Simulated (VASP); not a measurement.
Here is a VASP 6.6.1 calculation.

POSCAR

```
C
1.0
    2.4934031022      0.0000000000      0.0000000000
   -1.2467015511      2.1593504284      0.0000000000
    0.0000000000      0.0000000000      4.1495016899
C
4
Direct
    0.3333333333      0.6666666667      0.0002502486
    0.6666666667      0.3333333333      0.5002502486
    0.3333333333      0.6666666667      0.3747497514
    0.6666666667      0.3333333333      0.8747497514
```

File INCAR.step1:

```
SYSTEM = C
PREC = Accurate
ENCUT = 520
EDIFF = 1E-5
ISMEAR = -1
SIGMA = 0.02
LREAL = .False.
LASPH = .True.
NELM = 100
ALGO = Normal
ISIF = 2
LWAVE = .True.
NBANDS = 16
GGA = PE
```

The input INCAR.step2:

```
SYSTEM = C
PREC = Accurate
ENCUT = 520
EDIFF = 1E-7
ISMEAR = -1
SIGMA = 0.02
LREAL = .False.
LASPH = .True.
NELM = 100
ALGO = Normal
ISIF = 2
LWAVE = .False.
LCHARG = .True.
GGA = PE
LHFCALC = .True.
HFSCREEN = 0.2079
PRECFOCK = Normal
LELF = .True.
LVHAR = .True.
NBANDS = 16
ISTART = 1
```

The input KPOINTS:

```
regular mesh
0
Gamma
  9 9 4
  0 0 0
```

Potentials or basis: VASP PAW PBE potentials, release 64 (C).

Launch:

```sh
$ cat potpaw_PBE.64/C/POTCAR > POTCAR
$ cp INCAR.step1 INCAR
$ mpirun -np 1 vasp_std > vasp.out
$ cp INCAR.step2 INCAR
$ mpirun -np 1 vasp_std > vasp.out
```

(1) Predict the largest force.

(2) Estimate the band gap on the k mesh.

Answers

(1) 0.006 eV/Å.

(2) 4.32 eV, indirect (least direct gap 6.34 eV).

Caveat: the PAW data sets were made with another functional, which shifts forces and pressure a little.
